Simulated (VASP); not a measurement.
A run of VASP 6.6.1 is set up as follows.

Contents of INCAR:

```
PREC = Accurate
ENCUT = 520
EDIFF = 1E-6
ISMEAR = 1
SIGMA = 0.05
LREAL = False
LASPH = True
NELM = 60
ALGO = Fast
ISIF = 2
LWAVE = False
LCHARG = False
NBANDS = 30
```

File KPOINTS:

```
Automatic mesh
0
Gamma
  13 8 6
```

POSCAR

```
BPd4
1.0
    2.8920299704      0.0000000000      0.0000000000
    0.0000000000      4.3650077954      0.0000000000
    0.0000000000      0.0000000000      5.8563150000
Pd B
4 1
Direct
    0.4997860000     -0.0013280000      0.1979700000
    0.0072420000     -0.0162850000      0.6056660000
    0.0008850000      0.5186000000      0.3229410000
    0.5020220000      0.5034260000      0.8645260000
    0.4972590000     -0.0053940000      0.8653290000
```

Potentials or basis: VASP PAW LDA potentials, release 64 (Pd, B).

Command:

```console
$ cat potpaw_LDA.64/Pd/POTCAR potpaw_LDA.64/B/POTCAR > POTCAR
$ mpirun -np 1 vasp_std > vasp.out
```

(1) What does it give for the band gap on the k mesh?

(2) What does it give for the pressure?

Answers

(1) zero (an odd number of electrons rules out a gap without spin polarisation).

(2) -12.8 GPa.

Caveat: the cell stands under tension; forces of over 1 eV/Å act on the atoms, so gaps and moduli don't describe the material at rest.
